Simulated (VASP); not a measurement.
Input of a VASP 6.6.1 run:

POSCAR

```
MnO
1.0
    0.0000000000      2.2273630613      2.2273630613
    2.2273630613      0.0000000000      2.2273630613
    2.2273630613      2.2273630613      0.0000000000
Mn O
1 1
Direct
    0.0000000000      0.0000000000      0.0000000000
    0.5000000000      0.5000000000      0.5000000000
```

INCAR.step1

```
PREC = Accurate
ENCUT = 520
EDIFF = 1E-5
ISMEAR = -1
SIGMA = 0.05
LREAL = False
LASPH = True
NELM = 150
ALGO = Normal
ISIF = 2
LWAVE = True
LCHARG = False
ISPIN = 2
MAGMOM = 4 0
LORBIT = 11
LMAXMIX = 4
NBANDS = 20
GGA = PE
```

The input INCAR.step2:

```
PREC = Accurate
ENCUT = 520
EDIFF = 1E-7
ISMEAR = -1
SIGMA = 0.05
LREAL = False
LASPH = True
NELM = 150
ALGO = Normal
ISIF = 2
LWAVE = False
LCHARG = False
ISPIN = 2
MAGMOM = 4 0
LORBIT = 11
LMAXMIX = 4
GGA = PE
LHFCALC = True
HFSCREEN = 0.2079
PRECFOCK = Normal
NBANDS = 20
ISTART = 1
```

KPOINTS

```
regular mesh
0
Gamma
  5 5 5
```

Potentials or basis: VASP PAW PBE potentials, release 64 (Mn_pv, O).

The run is started by

```sh
$ cat potpaw_PBE.64/Mn_pv/POTCAR potpaw_PBE.64/O/POTCAR > POTCAR
$ cp INCAR.step1 INCAR
$ mpirun -np 1 vasp_std > vasp.out
$ cp INCAR.step2 INCAR
$ mpirun -np 1 vasp_std > vasp.out
```

What does it give for the site moments?

Mn +4.58; O +0.20 μB.

Predict the band gap on the k mesh.

1.44 eV (least direct gap 4.01 eV).

What does it give for the net moment?

5.00 μB per cell.

Caveat: the k points lie up to 0.49 Å⁻¹ apart; an odd mesh through Γ misses points on the zone boundary, where band edges can lie; a cell with one magnetic atom can't hold antiferromagnetic order, which such compounds often take.
